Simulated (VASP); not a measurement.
# SnSe2 in VASP: notebook

The runs below take SnSe2 through single point, with PBE.

All numbers are computed with VASP 6.6.1; they aren't measurements. Logs are shortened: lines on timing, memory, paths and dates and some standing lists are left out, and cuts for length are marked.

### 1 The cell of the first run

The cell holds a sheet with vacuum, 3 atoms: a = 3.869 Å, b = 3.869 Å, c = 29.937 Å, α = 90.00°, β = 90.00°, γ = 120.00°.

The cell was generated, and may not be a known phase.

### 2 Single point, PBE

File INCAR:

```
ALGO = Normal
DIPOL = 0.5 0.5 0.301
EDIFF = 1E-6
ENCUT = 520
GGA = PE
IDIPOL = 3
ISIF = 2
ISMEAR = 0
LASPH = T
LCHARG = T
LDIPOL = T
LELF = T
LREAL = F
LVACPOTAV = T
LVHAR = T
LWAVE = F
NBANDS = 20
NELM = 100
PREC = Accurate
SIGMA = 0.1
```

File KPOINTS:

```
k-points
0
Gamma
  6 6 1
```

File POSCAR:

```
SnSe2
1.0
    3.8686269592     -0.0000002930      0.0000000000
   -1.9343132258      3.3503293709      0.0000000000
    0.0000000000      0.0000000000     29.9369999200
Sn Se
1 2
Direct
    0.0000000000      0.0000000000      0.3006313266
    0.6666666667      0.3333333333      0.3539322493
    0.3333333333      0.6666666667      0.2473304039
```

Potentials or basis: VASP PAW PBE potentials, release 64 (Sn_d, Se).

Launch:

```
> cat potpaw_PBE.64/Sn_d/POTCAR potpaw_PBE.64/Se/POTCAR > POTCAR
> mpirun -np 1 vasp_std > vasp.out
```

OUTCAR:

```text
EDIFF = 1E-6
   ENCUT = 520
   GGA = PE
   ISIF = 2
   ISMEAR = 0
   LASPH = T
   LREAL = F
   NELM = 100
   PREC = Accurate

 ion  position               nearest neighbor table
   1  0.000  0.000  0.301-   3 2.74   2 2.74   3 2.74   2 2.74   3 2.74   2 2.74
   2  0.667  0.333  0.354-   1 2.74   1 2.74   1 2.74
   3  0.333  0.667  0.247-   1 2.74   1 2.74   1 2.74

  LATTYP: Found a hexagonal cell.
 ALAT       =     3.8686269592
 C/A-ratio  =     7.7384044096

  Lattice vectors:

 A1 = (   3.8686269592,  -0.0000002930,   0.0000000000)
 A2 = (  -1.9343132258,   3.3503293709,   0.0000000000)
 A3 = (   0.0000000000,   0.0000000000,  29.9369999200)

Analysis of symmetry for initial positions (statically):
=====================================================================
 Subroutine PRICEL returns:
 Original cell was already a primitive cell.

 Routine SETGRP: Setting up the symmetry group for a
 hexagonal supercell.

 Subroutine GETGRP returns: Found 12 space group operations
 (whereof  6 operations were pure point group operations)
 out of a pool of 24 trial point group operations.

The static configuration has the point symmetry C_3v.
 The point group associated with its full space group is D_3d.

Analysis of symmetry for dynamics (positions and initial velocities):
=====================================================================
 Subroutine PRICEL returns:
 Original cell was already a primitive cell.

 Routine SETGRP: Setting up the symmetry group for a
 hexagonal supercell.

 Subroutine GETGRP returns: Found 12 space group operations
 (whereof  6 operations were pure point group operations)
 out of a pool of 24 trial point group operations.

The dynamic configuration has the point symmetry C_3v.
 The point group associated with its full space group is D_3d.

 Subroutine INISYM returns: Found 12 space group operations
 (whereof  6 operations are pure point group operations),
 and found     1 'primitive' translations

----------------------------------------------------------------------------------------

                                     Primitive cell

  volume of cell :     388.0187

  direct lattice vectors                    reciprocal lattice vectors
     3.868626959 -0.000000293  0.000000000     0.258489654  0.149239045  0.000000000
    -1.934313226  3.350329371  0.000000000     0.000000023  0.298478129  0.000000000
     0.000000000  0.000000000 29.936999920     0.000000000  0.000000000  0.033403481

  length of vectors
     3.868626959  3.868626959 29.936999920     0.298478129  0.298478129  0.033403481

  position of ions in fractional coordinates (direct lattice)
     0.000000000  0.000000000  0.300631327
     0.666666667  0.333333333  0.353932249
     0.333333333  0.666666667  0.247330404

  ion indices of the primitive-cell ions
   primitive index   ion index
                 1           1
                 2           2
                 3           3

----------------------------------------------------------------------------------------

 KPOINTS: k-points

Automatic generation of k-mesh.
 Grid dimensions read from file:
 generate k-points for:    6    6    1

 Generating k-lattice:

  Cartesian coordinates                     Fractional coordinates (reciprocal lattice)
     0.043081609  0.024873174  0.000000000     0.166666667  0.000000000  0.000000000
     0.000000004  0.049746355  0.000000000     0.000000000  0.166666667  0.000000000
     0.000000000  0.000000000  0.033403481     0.000000000  0.000000000  1.000000000

  Length of vectors
     0.049746355  0.049746355  0.033403481

  Shift w.r.t. Gamma in fractional coordinates (k-lattice)
     0.000000000  0.000000000  0.000000000

 Subroutine IBZKPT returns following result:
 ===========================================

 Found      7 irreducible k-points:

 Following reciprocal coordinates:
            Coordinates               Weight
  0.000000  0.000000  0.000000      1.000000
  0.166667  0.000000  0.000000      6.000000
  0.333333  0.000000  0.000000      6.000000
  0.500000  0.000000  0.000000      3.000000
  0.166667  0.166667  0.000000      6.000000
  0.333333  0.166667  0.000000     12.000000
  0.333333  0.333333  0.000000      2.000000
   k-points           NKPTS =      7   k-points in BZ     NKDIM =      7   number of bands    NBANDS=     20
   number of dos      NEDOS =    301   number of ions     NIONS =      3
   total plane-waves  NPLWV = 201600
   dimension x,y,z NGX =    30 NGY =   30 NGZ =  224
   dimension x,y,z NGXF=    60 NGYF=   60 NGZF=  448
   ions per type =               1   2
   NGX,Y,Z   is equivalent  to a cutoff of  12.89, 12.89, 12.44 a.u.
   NGXF,Y,Z  is equivalent  to a cutoff of  25.78, 25.78, 24.88 a.u.
 SYSTEM =  unknown system
   PREC   = accura    normal or accurate (medium, high low for compatibility)
   ISTART =      0    job   : 0-new  1-cont  2-samecut
   ICHARG =      2    charge: 1-file 2-atom 10-const
   ISPIN  =      1    spin polarized calculation?
   LNONCOLLINEAR =      F non collinear calculations
   LSORBIT =      F    spin-orbit coupling
   LASPH  =      T    aspherical Exc in radial PAW
   ENCUT  =  520.0 eV  38.22 Ry    6.18 a.u.   7.19  7.19 55.66*2*pi/ulx,y,z
   NELM   =    100;   NELMIN=  2; NELMDL= -5     # of ELM steps
   EDIFF  = 0.1E-05   stopping-criterion for ELM
   LREAL  =      F    real-space projection
   EDIFFG = 0.1E-04   stopping-criterion for IOM
   NSW    =      0    number of steps for IOM
   IBRION =     -1    ionic relax: 0-MD 1-quasi-New 2-CG
   NFREE  =      0    steps in history (QN), initial steepest desc. (CG)
   ISIF   =      2    stress and relaxation
   ISYM   =      2    0-nonsym 1-usesym 2-fastsym
   POTIM  = 0.5000    time-step for ionic-motion
   TEBEG  =    0.0;   TEEND  =   0.0 temperature during run
   PSTRESS=    0.0 pullay stress
   NELECT =      26.0000    total number of electrons
   NUPDOWN=      -1.0000    fix difference up-down
   EMIN   =  10.00;   EMAX   =-10.00  energy-range for DOS
   EFERMI =   0.00;   METHOD = LEGACY
   ISMEAR =     0;   SIGMA  =   0.10  broadening in eV -4-tet -1-fermi 0-gaus
   EFERMI_NEDOS =   21; number of points for ismear=-14 and -15
   IALGO  =     38    algorithm
   IMIX   =      4    mixing-type and parameters
     AMIX     =   0.40;   BMIX     =  1.00
     AMIX_MAG =   1.60;   BMIX_MAG =  1.00
  volume/ion in A,a.u.               =     129.34       872.83
  Fermi-wavevector in a.u.,A,eV,Ry     =   0.664939  1.256552  6.015731  0.442144
  Thomas-Fermi vector in A             =   1.738781
   LORBIT       =      0    0 simple, 1 ext, 2 COOP (PROOUT), +10 PAW based schemes
   GGA     = PE    functional components
   LHFCALC =     F    Hartree Fock is set to
   AEXX    =    0.0000 exact exchange contribution
   IVDW    =     0    specifies the selected vdW correction
   LEPSILON=     F    determine dielectric tensor
   LRPA    =     F    only Hartree local field effects (RPA)
 non-spin polarized calculation
 Gauss-broadening in eV      SIGMA  =   0.10
  energy-cutoff  :      520.00
  volume of cell :      388.02
 maximum number of plane-waves:     10485
 NGX is ok and might be reduce to    30
   NGX = 15   NGY = 15   NGZ =111

 dipolmoment           0.000000      0.000000     -0.000012 electrons x Angstroem

 number of electron      25.9999996 magnetization

 dipolmoment           0.000000      0.000000      0.000005 electrons x Angstroem

 Free energy of the ion-electron system (eV)
  ---------------------------------------------------
  ext. energy  EPLUGINS =         0.00000000
  ---------------------------------------------------
  free energy    TOTEN  =       -11.85279952 eV

  energy without entropy =      -11.85279952  energy(sigma->0) =      -11.85279952

 E-fermi :  -3.6425     XC(G=0):  -2.2882

 val. band max:       -4.0427524424   @ k =   0.1667   0.0000   0.0000
 cond. band min:      -3.2509953445   @ k =   0.5000   0.0000   0.0000
 fundamental gap:      0.7917570979
 Fermi energy:        -3.6425343180

 k-point     1 :       0.0000    0.0000    0.0000
  band No.  band energies     occupation
      1     -25.1518      2.00000
      2     -25.1518      2.00000
      3     -25.1198      2.00000
      4     -25.1104      2.00000
      5     -25.1104      2.00000
      6     -17.3605      2.00000
      7     -16.0919      2.00000
      8      -9.5745      2.00000
      9      -5.0678      2.00000
     10      -4.4973      2.00000
     11      -4.4973      2.00000
     12      -4.1170      2.00000
     13      -4.1170      2.00000
     14      -2.5383      0.00000
     15      -0.9891      0.00000
     16       0.5292      0.00000
     17       0.5292      0.00000
     18       1.6089      0.00000
     19       1.6424      0.00000
     20       2.0784      0.00000

 k-point     2 :       0.1667    0.0000    0.0000
  band No.  band energies     occupation
      1     -25.1609      2.00000
      2     -25.1436      2.00000
      3     -25.1171      2.00000
      4     -25.1124      2.00000
      5     -25.1095      2.00000
      6     -17.1123      2.00000
      7     -15.9294      2.00000
      8      -9.6857      2.00000
      9      -6.1280      2.00000
     10      -5.2247      2.00000
     11      -5.1388      2.00000
     12      -4.9041      2.00000
     13      -4.0428      2.00000
     14      -1.8795      0.00000
     15      -0.2237      0.00000
     16       0.8359      0.00000
     17       1.0564      0.00000
     18       1.8621      0.00000
     19       2.1682      0.00000
     20       2.4845      0.00000

 k-point     3 :       0.3333    0.0000    0.0000
  band No.  band energies     occupation
      1     -25.1826      2.00000
      2     -25.1336      2.00000
      3     -25.1263      2.00000
      4     -25.1013      2.00000
      5     -25.0981      2.00000
      6     -16.4661      2.00000
      7     -15.6178      2.00000
      8     -10.3485      2.00000
      9      -7.6846      2.00000
     10      -6.1787      2.00000
     11      -5.8921      2.00000
     12      -4.7037      2.00000
     13      -4.2334      2.00000
     14      -2.7511      0.00000
     15       0.1139      0.00000
     16       1.3910      0.00000
     17       1.6173      0.00000
     18       2.2997      0.00000
     19       2.8959      0.00000
     20       3.3155      0.00000

 k-point     4 :       0.5000    0.0000    0.0000
  band No.  band energies     occupation
      1     -25.1943      2.00000
      2     -25.1321      2.00000
      3     -25.1304      2.00000
      4     -25.0936      2.00000
      5     -25.0906      2.00000
      6     -15.9373      2.00000
      7     -15.5691      2.00000
      8     -10.9180      2.00000
      9      -8.2594      2.00000
     10      -6.2358      2.00000
     11      -6.1838      2.00000
     12      -4.6925      2.00000
     13      -4.3485      2.00000
     14      -3.2510      0.00000
     15       0.0443      0.00000
     16       1.3934      0.00000
     17       1.6731      0.00000
     18       1.6866      0.00000
     19       4.4927      0.00000
     20       4.5502      0.00000

 k-point     5 :       0.1667    0.1667    0.0000
  band No.  band energies     occupation
      1     -25.1716      2.00000
      2     -25.1405      2.00000
      3     -25.1204      2.00000
      4     -25.1113      2.00000
      5     -25.0987      2.00000
      6     -16.6596      2.00000
      7     -15.6859      2.00000
      8     -10.0833      2.00000
      9      -7.0227      2.00000
     10      -6.7173      2.00000
     11      -5.4276      2.00000
     12      -4.9056      2.00000
     13      -4.4732      2.00000
     14      -1.9180      0.00000
     15       0.6153      0.00000
     16       0.9990      0.00000
     17       1.5191      0.00000
     18       2.5286      0.00000
     19       2.8612      0.00000
     20       3.1404      0.00000

 k-point     6 :       0.3333    0.1667    0.0000
  band No.  band energies     occupation
      1     -25.1822      2.00000
      2     -25.1417      2.00000
      3     -25.1236      2.00000
      4     -25.1025      2.00000
      5     -25.0913      2.00000
      6     -15.9957      2.00000
      7     -15.5133      2.00000
      8     -10.8048      2.00000
      9      -7.9288      2.00000
     10      -6.9593      2.00000
     11      -6.3411      2.00000
     12      -4.9894      2.00000
     13      -4.5222      2.00000
     14      -2.3970      0.00000
     15       0.8959      0.00000
     16       1.2411      0.00000
     17       1.7865      0.00000
     18       2.4954      0.00000
     19       3.8671      0.00000
     20       4.2885      0.00000

 k-point     7 :       0.3333    0.3333    0.0000
  band No.  band energies     occupation
      1     -25.1633      2.00000
      2     -25.1633      2.00000
      3     -25.1106      2.00000
      4     -25.1106      2.00000
      5     -25.0934      2.00000
      6     -15.5922      2.00000
      7     -15.5921      2.00000
      8     -11.0273      2.00000
      9      -7.5444      2.00000
     10      -7.5444      2.00000
     11      -7.1705      2.00000
     12      -4.8164      2.00000
     13      -4.8164      2.00000
     14      -2.2324      0.00000
     15       1.2264      0.00000
     16       1.2264      0.00000
     17       2.4921      0.00000
     18       4.0224      0.00000
     19       4.6293      0.00000
     20       4.6296      0.00000

------------------------ aborting loop because EDIFF is reached ----------------------------------------

  FORCE on cell =-STRESS in cart. coord.  units (eV):
  Direction    XX          YY          ZZ          XY          YZ          ZX
  --------------------------------------------------------------------------------------
  -------------------------------------------------------------------------------------
  Total        0.0604127      0.0604127     -0.0147629      0.0000000      0.0000000      0.0000000
  in kB        0.2494517      0.2494517     -0.0609580      0.0000000      0.0000000      0.0000000
  external PRESSURE =       0.1459818 kB  Pullay stress =       0.0000000 kB

 VOLUME and BASIS-vectors are now :
 -----------------------------------------------------------------------------
  energy-cutoff  :      520.00
  volume of cell :      388.02
      direct lattice vectors                 reciprocal lattice vectors
     3.868626959 -0.000000293  0.000000000     0.258489654  0.149239045  0.000000000
    -1.934313226  3.350329371  0.000000000     0.000000023  0.298478129  0.000000000
     0.000000000  0.000000000 29.936999920     0.000000000  0.000000000  0.033403481

 POSITION                                       TOTAL-FORCE (eV/Angst)
 -----------------------------------------------------------------------------------
      0.00000      0.00000      9.00000        -0.000000     -0.000000      0.000000
      1.93431      1.11678     10.59567         0.000000     -0.000000     -0.001044
      0.00000      2.23355      7.40433        -0.000000      0.000000      0.001044
 -----------------------------------------------------------------------------------
    total drift:                                0.000000      0.000000      0.000152

  FREE ENERGIE OF THE ION-ELECTRON SYSTEM (eV)
  ---------------------------------------------------
  free  energy   TOTEN  =       -11.8527995217 eV

  energy  without entropy=      -11.8527995197  energy(sigma->0) =      -11.85279952

 vacuum level on the upper side and lower side of the slab         2.008         2.008
```

It took 2.9 min on 1 thread of Intel Xeon 8259CL, shared host; peak memory 0.48 GiB.

What came out:

| Property | Result |
| --- | --- |
| Free energy | -11.8528 eV |
| Band gap on the k mesh | 0.79 eV (least direct gap 1.10 eV) |

Levels at points of the mesh, in eV from the valence-band top:
```csv
k point,band 11,band 12,band 13,band 14,band 15,band 16
"(0.00, 0.00, 0.00)",-0.45,-0.07,-0.07,1.50,3.05,4.57
"(0.50, 0.00, 0.00)",-2.14,-0.65,-0.31,0.79,4.09,5.44
```

Caveat: semilocal functionals underestimate gaps, and a narrow one can read as zero; spin-orbit coupling is left out, which moves the levels of the heavy elements.

### 3 Single point, PBE

File INCAR:

```
SYSTEM = SnSe2
PREC = Accurate
ENCUT = 520
EDIFF = 1E-7
ISMEAR = 0
SIGMA = 0.02
LREAL = .False.
LASPH = .True.
NELM = 100
ALGO = Normal
ISIF = 2
LWAVE = .False.
LCHARG = .False.
LDIPOL = .True.
IDIPOL = 3
DIPOL = 0.5 0.5 0.301
GGA = PE
NBANDS = 20
```

File KPOINTS:

```
regular mesh
0
Gamma
  12 12 1
  0 0 0
```

POSCAR is that of step 2.

Potentials or basis: VASP PAW PBE potentials, release 64 (Sn_d, Se).

Launch:

```
> cat potpaw_PBE.64/Sn_d/POTCAR potpaw_PBE.64/Se/POTCAR > POTCAR
> mpirun -np 1 vasp_std > vasp.out
```

It took 6.8 min on 1 thread of Intel Xeon 8259CL, shared host; peak memory 0.56 GiB.

Results (log left out):

| Quantity | Value |
| --- | --- |
| Free energy | -11.8638 eV |
| Largest force | 0.007 eV/Å |
| Band gap on the k mesh | 0.79 eV (least direct gap 1.10 eV) |

Forces on the atoms (eV/Å):
```
Sn   0.000  0.000  0.000
Se   0.000  0.000  0.007
Se   0.000  0.000 -0.007
```

Levels at points of the mesh, in eV from the valence-band top:
```
           k point  band 9  band 10  band 11  band 12  band 13  band 14  band 15  band 16  band 17  band 18
(0.00, 0.00, 0.00)   -1.02    -0.45    -0.45    -0.07    -0.07     1.51     3.06     4.58     4.58     5.66
(0.50, 0.00, 0.00)   -4.21    -2.19    -2.14    -0.65    -0.31     0.79     4.09     5.44     5.72     5.73
```

Caveat: semilocal functionals underestimate gaps, and a narrow one can read as zero; spin-orbit coupling is left out, which moves the levels of the heavy elements.

### 4 Single point, PBE

File INCAR:

```
  ALGO = Normal
  DIPOL = 0.5 0.5 0.301
  EDIFF = 1E-7
  ENCUT = 520
  GGA = PE
  IDIPOL = 3
  ISIF = 2
  ISMEAR = 0
  LASPH = True
  LCHARG = False
  LDIPOL = True
  LREAL = False
  LWAVE = False
  NBANDS = 20
  NELM = 100
  PREC = Accurate
  SIGMA = 0.02
```

File KPOINTS:

```
k-points
0
Gamma
  12 12 1
```

POSCAR is that of step 3.

Launch:

```
> cat potpaw_PBE.64/Sn_d/POTCAR potpaw_PBE.64/Se/POTCAR > POTCAR
> mpirun -np 1 vasp_std > vasp.out
```

Wall time 7.6 min (1 thread of Intel Xeon 8259CL, shared host); peak memory 0.56 GiB.

Results (log left out):

- Free energy: -11.8638 eV
- Largest force: 0.007 eV/Å
- Band gap on the k mesh: 0.79 eV (least direct gap 1.10 eV)

Forces on the atoms (eV/Å):
```
Sn   0.000  0.000  0.000
Se   0.000  0.000  0.007
Se   0.000  0.000 -0.007
```

Levels at points of the mesh, in eV from the valence-band top:
| k point | band 10 | band 11 | band 12 | band 13 | band 14 | band 15 | band 16 | band 17 |
| --- | --- | --- | --- | --- | --- | --- | --- | --- |
| (0.00, 0.00, 0.00) | -0.45 | -0.45 | -0.07 | -0.07 | 1.51 | 3.06 | 4.58 | 4.58 |
| (0.50, 0.00, 0.00) | -2.19 | -2.14 | -0.65 | -0.31 | 0.79 | 4.09 | 5.44 | 5.72 |

Caveat: semilocal functionals underestimate gaps, and a narrow one can read as zero; spin-orbit coupling is left out, which moves the levels of the heavy elements.
